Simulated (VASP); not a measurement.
The system is Be2C.

```
CELL_PARAMETERS angstrom
0.00000 2.16049 2.16049
2.16049 0.00000 2.16049
2.16049 2.16049 0.00000
ATOMIC_POSITIONS crystal
Be 0.75000 0.75000 0.75000
Be 0.25000 0.25000 0.25000
C 0.00000 0.00000 0.00000
```

Program: VASP 6.6.1. Alike in all runs: task single point; potentials or basis VASP PAW PBE potentials, release 64 (Be, C); no spin polarisation; cell as given; k mesh 4 × 4 × 4; cutoff (eV) 520; smearing gaussian 0.01 eV.

Order these runs on this cell by their band gap on the k mesh, lowest first.
A. level PBE-based screened hybrid; share of exact exchange 0.75; screening parameter 0.1 1/Å
B. level HSE06; screening parameter 0.2079 1/Å
C. level PBE-based screened hybrid; share of exact exchange 0.4; screening parameter 0.2078 1/Å
D. level PBE-based global hybrid; share of exact exchange 0.4

B (1.92 eV), C (2.41 eV), D (3.65 eV), A (4.73 eV).

Caveats: all runs use coarse meshes.

A k mesh can miss the band edges.
